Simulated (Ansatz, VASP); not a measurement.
## CdH2O2: VASP beside Ansatz

File POSCAR:

```
CdH2O2
1.0
    3.5445812515      0.0000000000      0.0000000000
   -1.7722906258      3.0696975874      0.0000000000
    0.0000000000      0.0000000000      4.6813524675
Cd H O
1 2 2
Direct
    0.0000000000      0.0000000000      0.0000000000
    0.6666666667      0.3333333333      0.5509610000
    0.3333333333      0.6666666667      0.4490390000
    0.6666666667      0.3333333333      0.7593720000
    0.3333333333      0.6666666667      0.2406280000
```

The input INCAR.step1:

```
SYSTEM = CdH2O2
  ALGO = Normal
  EDIFF = 1E-4
  ENCUT = 520
  GGA = PE
  ISMEAR = 0
  LASPH = .True.
  LCHARG = .False.
  LREAL = .False.
  LWAVE = .True.
  NBANDS = 21
  NELM = 80
  PREC = Accurate
  SIGMA = 0.01
```

File INCAR.step2:

```
SYSTEM = CdH2O2
  ALGO = Normal
  EDIFF = 1E-6
  ENCUT = 520
  ISIF = 2
  ISMEAR = 0
  ISTART = 1
  LASPH = .True.
  LCHARG = .False.
  LMIXTAU = .True.
  LREAL = .False.
  LWAVE = .False.
  METAGGA = R2SCAN
  NBANDS = 21
  NELM = 80
  PREC = Accurate
  SIGMA = 0.01
```

KPOINTS

```
k-points
0
Gamma
  6 6 4
  0 0 0
```

Input for Ansatz:

```yaml
crystal:
  lattice:
    - [3.5445812515004005, 0.0, 0.0]
    - [-1.7722906257502002, 3.069697587370076, 0.0]
    - [0.0, 0.0, 4.6813524674572395]
  atoms:
    - { symbol: Cd, position: [0.0, 0.0, 0.0] }
    - { symbol: H, position: [0.6666666666666666, 0.3333333333333333, 0.550961] }
    - { symbol: H, position: [0.3333333333333333, 0.6666666666666666, 0.449039] }
    - { symbol: O, position: [0.6666666666666666, 0.3333333333333333, 0.759372] }
    - { symbol: O, position: [0.3333333333333333, 0.6666666666666666, 0.240628] }
basis:
  ecutwfc: 500.0
kpoints:
  mp_grid:
    grid: [6, 6, 4]
hamiltonian:
  xc: r2scan
scf:
  occupations:
    method: fixed
output:
  stress: true
```

Alike in both runs: task single point; functional r2SCAN; k mesh 6 × 6 × 4; no spin polarisation.

```csv
,VASP,Ansatz
version,VASP 6.6.1,Ansatz 0.2.0
potentials or method,"VASP PAW PBE potentials, release 64 (Cd, H, O), cutoff 520 eV","plane waves, PAW"
occupations,"gaussian, width 0.01 eV",fixed
valence electrons in the cell,26,34
```

|  | VASP | Ansatz | Ansatz less VASP |
| --- | --- | --- | --- |
| pressure (GPa) | -2.7 | -3.5 | -0.83 |
| traceless stress, the component that is largest in VASP (GPa) | -1.32 | -1.79 | -0.469 |

VASP's potentials were made for PBE, not for r2SCAN. VASP's potentials hold 26 valence electrons a cell and Ansatz's 34, so a difference there can come from the potentials and not from the codes.
